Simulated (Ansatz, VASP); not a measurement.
One calculation of As, two programs

Contents of INCAR:

```
SYSTEM = As
PREC = Accurate
ENCUT = 520
EDIFF = 1E-6
ISMEAR = 0
SIGMA = 0.023
LREAL = .FALSE.
LASPH = .TRUE.
NELM = 100
ALGO = Normal
ISIF = 2
LWAVE = .FALSE.
LCHARG = .TRUE.
GGA = PE
LELF = .TRUE.
LVHAR = .TRUE.
NBANDS = 12
```

KPOINTS

```
Automatic mesh
0
G
  9 9 9
  0 0 0
```

POSCAR

```
As
1.0
    1.8807968987      1.0858785957      3.5140619945
   -1.8807968987      1.0858785957      3.5140619945
    0.0000000000     -2.1717571915      3.5140619945
As
2
Direct
    0.2260000000      0.2260000000      0.2260000000
    0.7740000000      0.7740000000      0.7740000000
```

Contents of input.yaml:

```yaml
crystal:
  lattice:
    - [1.8807968987, 1.0858785957, 3.5140619945]
    - [-1.8807968987, 1.0858785957, 3.5140619945]
    - [0.0, -2.1717571915, 3.5140619945]
  atoms:
    - { symbol: As, position: [0.226, 0.226, 0.226] }
    - { symbol: As, position: [0.774, 0.774, 0.774] }
hamiltonian:
  xc: pbe
  pseudopotentials: { kind: paw }
kpoints:
  mp_grid: { grid: [9, 9, 9] }
scf:
  occupations: { method: gaussian, width: 0.023 }
output:
  forces: true
  stress: true
  eigenvalues: true
  write_density: true
  write_potential: true
  elf: true
  volumetric_format: npy
```

Alike in both runs: task single point; functional PBE; k mesh 9 × 9 × 9; occupations gaussian, width 0.023 eV; no spin polarisation.

```csv
,VASP,Ansatz
version,VASP 6.6.1,Ansatz 0.2.0
potentials or method,"VASP PAW PBE potentials, release 64 (As)",Ansatz PAW
plane-wave cutoff (eV),520,420
valence electrons in the cell,10,30
```

Ansatz gave:

- gap on the k mesh at the Fermi level (eV): none
- pressure (GPa): 3.7
- traceless stress, the component that is largest in VASP (GPa): -0.30
- rms of the force components (eV/Å): 0.249

**Question.** Estimate VASP's values.

**Answer.** gap on the k mesh at the Fermi level (eV): none; pressure (GPa): 4.1; traceless stress, the component that is largest in VASP (GPa): -0.40; rms of the force components (eV/Å): 0.284.

Atom by atom the forces differ by 0.035 eV/Å (rms over components). A gap of «none» marks a metal or a gap that the smearing closes. The functional is the same, so the differences come from potentials, cutoffs and numerics. VASP's potentials hold 10 valence electrons a cell and Ansatz's 30, so a difference there can come from the potentials and not from the codes.
